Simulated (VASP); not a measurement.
Here is a VASP 6.6.1 calculation.

File INCAR:

```
PREC = Accurate ; ENCUT = 520
EDIFF = 1E-6 ; ISMEAR = -1
SIGMA = 0.05 ; LREAL = F
LASPH = T ; NELM = 150
ALGO = Fast ; ISIF = 2
LWAVE = F ; LCHARG = F
ISPIN = 2 ; MAGMOM = 3
LORBIT = 11 ; LMAXMIX = 4
LDAU = T ; LDAUTYPE = 2
LDAUL = 2 ; LDAUU = 8
LDAUJ = 0 ; LDAUPRINT = 1
GGA = PS ; NBANDS = 16
```

The input KPOINTS:

```
Automatic mesh
0
Gamma
  12 12 12
```

File POSCAR:

```
Cr
1.0
   -1.4844496776      1.4844496776      1.4844496776
    1.4844496776     -1.4844496776      1.4844496776
    1.4844496776      1.4844496776     -1.4844496776
Cr
1
Direct
    0.0000000000      0.0000000000      0.0000000000
```

Potentials or basis: VASP PAW PBE potentials, release 64 (Cr_pv).

Run with:

```console
$ cat potpaw_PBE.64/Cr_pv/POTCAR > POTCAR
$ mpirun -np 1 vasp_std > vasp.out
```

(1) Estimate the net moment.

(2) Estimate the site moments.

(3) What does it give for the pressure?

## Answers

(1) 4.78 μB per cell.

(2) Cr +4.47 μB.

(3) 69.9 GPa.

Caveat: the cell stands under pressure; the PAW data sets were made with another functional, which shifts forces and pressure a little; the U is typed as a test and isn't derived for this compound.
